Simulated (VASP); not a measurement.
# Mo4N in VASP: further runs

The runs below take Mo4N through single point, relaxation of the atoms, with PBEsol.

All numbers are computed with VASP 6.6.1; they aren't measurements. Logs are shortened: lines on timing, memory, paths and dates and some standing lists are left out, and cuts for length are marked.

**1. The cell of the first run**

The cell holds a slab with vacuum, 5 atoms: a = 3.129 Å, b = 3.129 Å, c = 20.043 Å, α = 90.00°, β = 90.00°, γ = 90.00°.

**2. Single point, PBEsol**

The input, INCAR:

```
ALGO = Normal
DIPOL = 0.5 0.5 0.347
EDIFF = 1E-6
ENCUT = 520
GGA = PS
IDIPOL = 3
ISIF = 2
ISMEAR = 0
LASPH = True
LCHARG = False
LDIPOL = True
LREAL = False
LWAVE = False
NBANDS = 38
NELM = 100
PREC = Accurate
SIGMA = 0.1
```

The input, KPOINTS:

```
k-points
0
Gamma
  9 9 1
```

The input, POSCAR:

```
Mo4N
1.0
    3.1294301619      0.0000000000      0.0000000000
    0.0000000000      3.1294301619      0.0000000000
    0.0000000000      0.0000000000     20.0433475232
Mo N
4 1
Direct
    0.5000000000      0.5000000000      0.1995674622
    0.0000000000      0.0000000000      0.2776340167
    0.5000000000      0.5000000000      0.3579998484
    0.0000000000      0.0000000000      0.4262435461
    0.1250000000      0.5000000000      0.4730390660
```

Potentials or basis: VASP PAW PBE potentials, release 64 (Mo_sv, N).

The run is started by

```bash
$ cat potpaw_PBE.64/Mo_sv/POTCAR potpaw_PBE.64/N/POTCAR > POTCAR
$ mpirun -np 1 vasp_std > vasp.out
```

OUTCAR:

```text
EDIFF = 1E-6
   ENCUT = 520
   GGA = PS
   ISIF = 2
   ISMEAR = 0
   LASPH = True
   LREAL = False
   NELM = 100
   PREC = Accurate

 ion  position               nearest neighbor table
   1  0.500  0.500  0.200-   2 2.71   2 2.71   2 2.71   2 2.71   3 3.18
   2  0.000  0.000  0.278-   1 2.71   1 2.71   1 2.71   1 2.71   3 2.74   3 2.74   3 2.74   3 2.74
                             4 2.98
   3  0.500  0.500  0.358-   5 2.59   4 2.60   4 2.60   4 2.60   4 2.60   2 2.74   2 2.74   2 2.74
                             2 2.74   1 3.18
   4  0.000  0.000  0.426-   5 1.87   5 1.87   3 2.60   3 2.60   3 2.60   3 2.60   2 2.98
   5  0.125  0.500  0.473-   4 1.87   4 1.87   3 2.59

  LATTYP: Found a simple tetragonal cell.
 ALAT       =     3.1294301619
 C/A-ratio  =     6.4047914433

  Lattice vectors:

 A1 = (   3.1294301619,   0.0000000000,   0.0000000000)
 A2 = (   0.0000000000,   3.1294301619,   0.0000000000)
 A3 = (   0.0000000000,   0.0000000000,  20.0433475232)

Analysis of symmetry for initial positions (statically):
=====================================================================
 Subroutine PRICEL returns:
 Original cell was already a primitive cell.

 Routine SETGRP: Setting up the symmetry group for a
 simple tetragonal supercell.

 Subroutine GETGRP returns: Found  2 space group operations
 (whereof  2 operations were pure point group operations)
 out of a pool of 16 trial point group operations.

The static configuration has the point symmetry C_1h.

Analysis of symmetry for dynamics (positions and initial velocities):
=====================================================================
 Subroutine PRICEL returns:
 Original cell was already a primitive cell.

 Routine SETGRP: Setting up the symmetry group for a
 simple tetragonal supercell.

 Subroutine GETGRP returns: Found  2 space group operations
 (whereof  2 operations were pure point group operations)
 out of a pool of 16 trial point group operations.

The dynamic configuration has the point symmetry C_1h.

 Subroutine INISYM returns: Found  2 space group operations
 (whereof  2 operations are pure point group operations),
 and found     1 'primitive' translations

----------------------------------------------------------------------------------------

                                     Primitive cell

  volume of cell :     196.2912

  direct lattice vectors                    reciprocal lattice vectors
     3.129430162  0.000000000  0.000000000     0.319546994  0.000000000  0.000000000
     0.000000000  3.129430162  0.000000000     0.000000000  0.319546994  0.000000000
     0.000000000  0.000000000 20.043347523     0.000000000  0.000000000  0.049891866

  length of vectors
     3.129430162  3.129430162 20.043347523     0.319546994  0.319546994  0.049891866

  position of ions in fractional coordinates (direct lattice)
     0.500000000  0.500000000  0.199567462
     0.000000000  0.000000000  0.277634017
     0.500000000  0.500000000  0.357999848
     0.000000000  0.000000000  0.426243546
     0.125000000  0.500000000  0.473039066

  ion indices of the primitive-cell ions
   primitive index   ion index
                 1           1
                 2           2
                 3           3
                 4           4
                 5           5

----------------------------------------------------------------------------------------

 KPOINTS: k-points

Automatic generation of k-mesh.
 Grid dimensions read from file:
 generate k-points for:    9    9    1

 Generating k-lattice:

  Cartesian coordinates                     Fractional coordinates (reciprocal lattice)
     0.035505222  0.000000000  0.000000000     0.111111111  0.000000000  0.000000000
     0.000000000  0.035505222  0.000000000     0.000000000  0.111111111  0.000000000
     0.000000000  0.000000000  0.049891866     0.000000000  0.000000000  1.000000000

  Length of vectors
     0.035505222  0.035505222  0.049891866

  Shift w.r.t. Gamma in fractional coordinates (k-lattice)
     0.000000000  0.000000000  0.000000000

 Subroutine IBZKPT returns following result:
 ===========================================

 Found     25 irreducible k-points:

 Following reciprocal coordinates:
            Coordinates               Weight
  0.000000  0.000000  0.000000      1.000000
  0.111111  0.000000  0.000000      2.000000
  0.000000  0.111111  0.000000      2.000000
  0.222222  0.000000  0.000000      2.000000
  0.000000  0.222222  0.000000      2.000000
  0.333333  0.000000  0.000000      2.000000
[... 16 lines left out ...]
  0.444444  0.333333  0.000000      4.000000
 -0.333333  0.444444  0.000000      4.000000
   k-points           NKPTS =     25   k-points in BZ     NKDIM =     25   number of bands    NBANDS=     38
   number of dos      NEDOS =    301   number of ions     NIONS =      5
   total plane-waves  NPLWV =  86400
   dimension x,y,z NGX =    24 NGY =   24 NGZ =  150
   dimension x,y,z NGXF=    48 NGYF=   48 NGZF=  300
   ions per type =               4   1
   NGX,Y,Z   is equivalent  to a cutoff of  12.75, 12.75, 12.44 a.u.
   NGXF,Y,Z  is equivalent  to a cutoff of  25.50, 25.50, 24.88 a.u.
 SYSTEM =  unknown system
   PREC   = accura    normal or accurate (medium, high low for compatibility)
   ISTART =      0    job   : 0-new  1-cont  2-samecut
   ICHARG =      2    charge: 1-file 2-atom 10-const
   ISPIN  =      1    spin polarized calculation?
   LNONCOLLINEAR =      F non collinear calculations
   LSORBIT =      F    spin-orbit coupling
   LASPH  =      T    aspherical Exc in radial PAW
   ENCUT  =  520.0 eV  38.22 Ry    6.18 a.u.   5.82  5.82 37.27*2*pi/ulx,y,z
   NELM   =    100;   NELMIN=  2; NELMDL= -5     # of ELM steps
   EDIFF  = 0.1E-05   stopping-criterion for ELM
   LREAL  =      F    real-space projection
   EDIFFG = 0.1E-04   stopping-criterion for IOM
   NSW    =      0    number of steps for IOM
   IBRION =     -1    ionic relax: 0-MD 1-quasi-New 2-CG
   NFREE  =      0    steps in history (QN), initial steepest desc. (CG)
   ISIF   =      2    stress and relaxation
   ISYM   =      2    0-nonsym 1-usesym 2-fastsym
   POTIM  = 0.5000    time-step for ionic-motion
   TEBEG  =    0.0;   TEEND  =   0.0 temperature during run
   PSTRESS=    0.0 pullay stress
   NELECT =      61.0000    total number of electrons
   NUPDOWN=      -1.0000    fix difference up-down
   EMIN   =  10.00;   EMAX   =-10.00  energy-range for DOS
   EFERMI =   0.00;   METHOD = LEGACY
   ISMEAR =     0;   SIGMA  =   0.10  broadening in eV -4-tet -1-fermi 0-gaus
   EFERMI_NEDOS =   21; number of points for ismear=-14 and -15
   IALGO  =     38    algorithm
   IMIX   =      4    mixing-type and parameters
     AMIX     =   0.40;   BMIX     =  1.00
     AMIX_MAG =   1.60;   BMIX_MAG =  1.00
  volume/ion in A,a.u.               =      39.26       264.93
  Fermi-wavevector in a.u.,A,eV,Ry     =   1.108880  2.095479 16.729923  1.229615
  Thomas-Fermi vector in A             =   2.245413
   LORBIT       =      0    0 simple, 1 ext, 2 COOP (PROOUT), +10 PAW based schemes
   GGA     = PS    functional components
   LHFCALC =     F    Hartree Fock is set to
   AEXX    =    0.0000 exact exchange contribution
   IVDW    =     0    specifies the selected vdW correction
   LEPSILON=     F    determine dielectric tensor
   LRPA    =     F    only Hartree local field effects (RPA)
 non-spin polarized calculation
 Gauss-broadening in eV      SIGMA  =   0.10
  energy-cutoff  :      520.00
  volume of cell :      196.29
 maximum number of plane-waves:      5322
   NGX = 11   NGY = 11   NGZ = 75

 dipolmoment           0.000000      0.000000     -0.003938 electrons x Angstroem

 number of electron      60.9999996 magnetization

 dipolmoment           0.000000      0.000000      0.105265 electrons x Angstroem

 Free energy of the ion-electron system (eV)
  ---------------------------------------------------
  ext. energy  EPLUGINS =         0.00000000
  ---------------------------------------------------
  free energy    TOTEN  =       -51.75963691 eV

  energy without entropy =      -51.73951967  energy(sigma->0) =      -51.74957829

 E-fermi :   0.9742     XC(G=0):  -5.6300

 val. band max:        0.9698776723   @ k =  -0.3333   0.4444   0.0000
 cond. band min:       1.0333954018   @ k =   0.0000   0.3333   0.0000
 fundamental gap:      0.0635177296
 Fermi energy:         0.9741623524

 k-point     1 :       0.0000    0.0000    0.0000
  band No.  band energies     occupation
      1     -60.1972      2.00000
      2     -59.9188      2.00000
      3     -59.6943      2.00000
      4     -59.5494      2.00000
      5     -34.6452      2.00000
      6     -34.4783      2.00000
[... 30 lines left out ...]
     37       3.0496      0.00000
     38       3.4719      0.00000

 k-point     2 :       0.1111    0.0000    0.0000
  band No.  band energies     occupation
      1     -60.1833      2.00000
      2     -59.9117      2.00000
      3     -59.7010      2.00000
      4     -59.5537      2.00000
      5     -34.6201      2.00000
      6     -34.5370      2.00000
[... 30 lines left out ...]
     37       2.9521      0.00000
     38       3.8749      0.00000

 k-point     3 :       0.0000    0.1111    0.0000
  band No.  band energies     occupation
      1     -60.1826      2.00000
      2     -59.9115      2.00000
      3     -59.7008      2.00000
      4     -59.5537      2.00000
      5     -34.7272      2.00000
      6     -34.5064      2.00000
[... 30 lines left out ...]
     37       2.7622      0.00000
     38       3.4895      0.00000

 k-point     4 :       0.2222    0.0000    0.0000
  band No.  band energies     occupation
      1     -60.1454      2.00000
      2     -59.8924      2.00000
      3     -59.7219      2.00000
      4     -59.5646      2.00000
      5     -34.6663      2.00000
      6     -34.5735      2.00000
[... 30 lines left out ...]
     37       2.9163      0.00000
     38       3.3528      0.00000
[... 703 lines left out ...]
      4     -59.5718      2.00000
      5     -35.0114      2.00000
      6     -34.7531      2.00000
[... 30 lines left out ...]
     37       3.2161      0.00000
     38       3.7319      0.00000

 k-point    23 :       0.4444    0.3333    0.0000
  band No.  band energies     occupation
      1     -60.0295      2.00000
      2     -59.8102      2.00000
      3     -59.7901      2.00000
      4     -59.5703      2.00000
      5     -35.0401      2.00000
      6     -34.7944      2.00000
[... 30 lines left out ...]
     37       3.5036      0.00000
     38       3.9150      0.00000

 k-point    24 :      -0.3333    0.4444    0.0000
  band No.  band energies     occupation
      1     -60.0276      2.00000
      2     -59.8102      2.00000
      3     -59.7901      2.00000
      4     -59.5703      2.00000
      5     -35.1146      2.00000
      6     -34.8279      2.00000
[... 30 lines left out ...]
     37       3.3700      0.00000
     38       3.5932      0.00000

 [... further k-points ...]

------------------------ aborting loop because EDIFF is reached ----------------------------------------

 vacuum level on the upper side and lower side of the slab       (xc-potential included)         0.867        -1.103

  FORCE on cell =-STRESS in cart. coord.  units (eV):
  Direction    XX          YY          ZZ          XY          YZ          ZX
  --------------------------------------------------------------------------------------
  -------------------------------------------------------------------------------------
  Total        0.0227720      0.9038618     -0.1340297      0.0000000      0.0000000      1.2803483
  in kB        0.1858707      7.3775443     -1.0939834      0.0000000      0.0000000     10.4505204
  external PRESSURE =       2.1564772 kB  Pullay stress =       0.0000000 kB

 VOLUME and BASIS-vectors are now :
 -----------------------------------------------------------------------------
  energy-cutoff  :      520.00
  volume of cell :      196.29
      direct lattice vectors                 reciprocal lattice vectors
     3.129430162  0.000000000  0.000000000     0.319546994  0.000000000  0.000000000
     0.000000000  3.129430162  0.000000000     0.000000000  0.319546994  0.000000000
     0.000000000  0.000000000 20.043347523     0.000000000  0.000000000  0.049891866

 POSITION                                       TOTAL-FORCE (eV/Angst)
 -----------------------------------------------------------------------------------
      1.56472      1.56472      4.00000        -0.024855      0.000000      1.897269
      0.00000      0.00000      5.56472         0.286791      0.000000     -1.588105
      1.56472      1.56472      7.17552        -0.910885      0.000000     -2.734751
      0.00000      0.00000      8.54335        -0.178643      0.000000      2.369238
      0.39118      1.56472      9.48129         0.827592      0.000000      0.056349
 -----------------------------------------------------------------------------------
    total drift:                                0.000013     -0.000000      0.000462

  FREE ENERGIE OF THE ION-ELECTRON SYSTEM (eV)
  ---------------------------------------------------
  free  energy   TOTEN  =       -51.7596369096 eV

  energy  without entropy=      -51.7395196692  energy(sigma->0) =      -51.74957829

 vacuum level on the upper side and lower side of the slab         6.758         4.766
```

It took 2.8 min on 1 thread of Intel Xeon 6975P-C (Granite Rapids), shared host; peak memory 0.36 GiB.

What came out:

| Item | Value |
| --- | --- |
| Free energy | -51.7596 eV |
| Largest force | 2.882 eV/Å |
| Band gap on the k mesh | zero (an odd number of electrons rules out a gap without spin polarisation) |

Forces in eV/Å, atoms in the order of the input:
```
Mo  -0.025  0.000  1.897
Mo   0.287  0.000 -1.588
Mo  -0.911  0.000 -2.735
Mo  -0.179  0.000  2.369
N    0.828  0.000  0.056
```

Caveat: the PAW data sets were made with another functional, which shifts forces and pressure a little.

**3. Single point, PBEsol**

The input, INCAR:

```
  PREC = Accurate
  ENCUT = 520
  EDIFF = 1E-6
  ISMEAR = 0
  SIGMA = 0.1
  LREAL = False
  LASPH = True
  NELM = 80
  ALGO = Normal
  ISIF = 2
  LWAVE = False
  LCHARG = True
  LDIPOL = True
  IDIPOL = 3
  DIPOL = 0.5 0.5 0.344
  GGA = PS
  LELF = True
  LVHAR = True
  LVACPOTAV = True
  NBANDS = 38
```

The input, KPOINTS:

```
regular mesh
0
Gamma
  9 9 1
```

POSCAR, as its differences from that of step 2:

```diff
@@ -12,2 +12,2 @@
     0.0000000000      0.0000000000      0.4262435461
-    0.1250000000      0.5000000000      0.4730390660
+    0.3750000000      0.5000000000      0.4574428890
```

Potentials or basis: VASP PAW PBE potentials, release 64 (Mo_sv, N).

The run is started by

```bash
$ cat potpaw_PBE.64/Mo_sv/POTCAR potpaw_PBE.64/N/POTCAR > POTCAR
$ mpirun -np 1 vasp_std > vasp.out
```

Wall time 3.4 min (1 thread of Intel Xeon 6975P-C (Granite Rapids), shared host); peak memory 0.35 GiB.

The run converged. Its results:

```
Free energy            : -52.3876 eV
Largest force          : 4.612 eV/Å
Band gap on the k mesh : zero (an odd number of electrons rules out a gap without spin polarisation)
```

Forces on the atoms (eV/Å):
```
Mo  -0.063  0.000  1.470
Mo   0.280  0.000 -1.533
Mo  -0.632  0.000 -4.569
Mo   0.455  0.000  4.590
N   -0.041  0.000  0.042
```

Levels at points of the mesh, in eV from the Fermi level:
```tsv
k point	band 27	band 28	band 29	band 30	band 31	band 32	band 33	band 34	band 35	band 36
(0.00, 0.00, 0.00)	-1.55	-1.36	-1.04	-0.63	-0.54	-0.07	0.16	0.46	0.77	1.18
```

Caveat: the PAW data sets were made with another functional, which shifts forces and pressure a little.

**4. Relaxation of the atoms, PBEsol**

The input, INCAR:

```
PREC     = Accurate       # precision mode
ENCUT    = 520            # plane-wave cutoff, eV
EDIFF    = 1E-6           # SCF threshold, eV
ISMEAR   = 0              # smearing method
SIGMA    = 0.1            # smearing width, eV
LREAL    = False          # projectors in reciprocal space
LASPH    = True           # aspherical terms in the spheres
NELM     = 100            # most SCF steps
ALGO     = Fast           # electronic algorithm
ISIF     = 2              # what is computed and relaxed
LWAVE    = False          # write WAVECAR
LCHARG   = False          # write CHGCAR
LDIPOL   = True         
IDIPOL   = 3            
DIPOL    = 0.5 0.5 0.355
GGA      = PS             # functional
IBRION   = 2              # ionic algorithm
NSW      = 36             # ionic steps
EDIFFG   = -0.025         # ionic threshold
```

KPOINTS is that of step 3.

The input, POSCAR:

```
Mo4N
1.0
    3.1294301619      0.0000000000      0.0000000000
    0.0000000000      3.1294301619      0.0000000000
    0.0000000000      0.0000000000     20.0433475232
Mo N
4 1
Selective dynamics
Direct
    0.5000000000      0.5000000000      0.1995674622  F F F
    0.0000000000      0.0000000000      0.2776340167  F F F
    0.5000000000      0.5000000000      0.3579998484  F F F
    0.0000000000      0.0000000000      0.4262435461  F F F
    0.0000000000      0.1250000000      0.5120575548  F F T
```

The run is started by

```bash
$ cat potpaw_PBE.64/Mo_sv/POTCAR potpaw_PBE.64/N/POTCAR > POTCAR
$ mpirun -np 1 vasp_std > vasp.out
```

Wall time 14 min (1 thread of Oxide Virtual Turin-like, shared host); peak memory 0.33 GiB.

Results (log left out):

| Property | Result |
| --- | --- |
| Free energy | -50.0706 eV |
| Energy gained by relaxing | 14.0 meV/atom |
| Ionic steps | 3 |
| Band gap on the k mesh | zero (an odd number of electrons rules out a gap without spin polarisation) |

Step by step:
```csv
step,energy change (eV),largest force on free atoms (eV/Å),pressure (GPa)
1,0.0000,1.9588,-1.92
2,-0.0564,1.0257,-0.02
3,-0.0700,0.0050,-0.64
```

Final structure:
```
Mo N
1.0
     3.12943    0.00000    0.00000
     0.00000    3.12943    0.00000
     0.00000    0.00000   20.04335
Mo N
4 1
Direct
  0.50000 0.50000 0.19957
  0.00000 0.00000 0.27763
  0.50000 0.50000 0.35800
  0.00000 0.00000 0.42624
  0.00000 0.12500 0.50871
```

Levels at points of the mesh, in eV from the Fermi level:
| k point | band 28 | band 29 | band 30 | band 31 | band 32 | band 33 | band 34 | band 35 |
| --- | --- | --- | --- | --- | --- | --- | --- | --- |
| (0.00, 0.00, 0.00) | -0.85 | -0.75 | -0.35 | -0.07 | 0.22 | 0.27 | 0.50 | 1.37 |

Caveat: the PAW data sets were made with another functional, which shifts forces and pressure a little.

**5. The runs side by side**

| task | cell | atoms held fixed (from 0) | gap on the mesh (eV) | largest force (eV/Å) |
| --- | --- | --- | --- | --- |
| single point | as given, atomic positions A | - | none | 2.88 |
| single point | as given, atomic positions B | - | none | 4.61 |
| relaxation of the atoms | atoms relaxed, atomic positions C | [0, 1, 2, 3, 4] | none | - |

Alike in all rows: level PBEsol; potentials or basis VASP PAW PBE potentials, release 64 (Mo_sv, N); no spin polarisation; k mesh 9 × 9 × 1; cutoff (eV) 520; smearing gaussian 0.1 eV.

Caveats: the PAW data sets were made with another functional, which shifts forces and pressure a little.

Total energies depend on the potentials used, so only differences within one code and one set of settings carry meaning.
